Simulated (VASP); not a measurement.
Here is a VASP 6.6.1 calculation.

INCAR

```
ALGO = Normal
EDIFF = 1E-6
EDIFFG = -0.001
ENCUT = 600
GGA = PS
IBRION = 2
ISIF = 4
ISMEAR = 0
LASPH = T
LCHARG = F
LREAL = F
LWAVE = F
NELM = 100
NSW = 80
PREC = Accurate
SIGMA = 0.01
```

KPOINTS

```
k-points
0
Gamma
  9 9 6
```

Contents of POSCAR:

```
AlN
1.0
    3.1344345399      0.0000000000      0.0000000000
   -1.5672172700      2.7144999381      0.0000000000
    0.0000000000      0.0000000000      5.0163899834
Al N
2 2
Direct
    0.3333333333      0.6666666667     -0.0009968572
    0.6666666667      0.3333333333      0.4990031428
    0.3333333333      0.6666666667      0.3809968572
    0.6666666667      0.3333333333      0.8809968572
```

Potentials or basis: VASP PAW PBE potentials, release 64 (Al, N).

Run with:

```bash
$ cat potpaw_PBE.64/Al/POTCAR potpaw_PBE.64/N/POTCAR > POTCAR
$ mpirun -np 1 vasp_std > vasp.out
```

Q: Predict the band gap on the k mesh.

A: 3.95 eV, direct.

Final structure:
```
Al N
1.0
     3.13301    0.00000    0.00000
    -1.56651    2.71327    0.00000
     0.00000    0.00000    5.02095
Al N
2 2
Direct
  0.33333 0.66667 0.99919
  0.66667 0.33333 0.49919
  0.33333 0.66667 0.38081
  0.66667 0.33333 0.88081
```
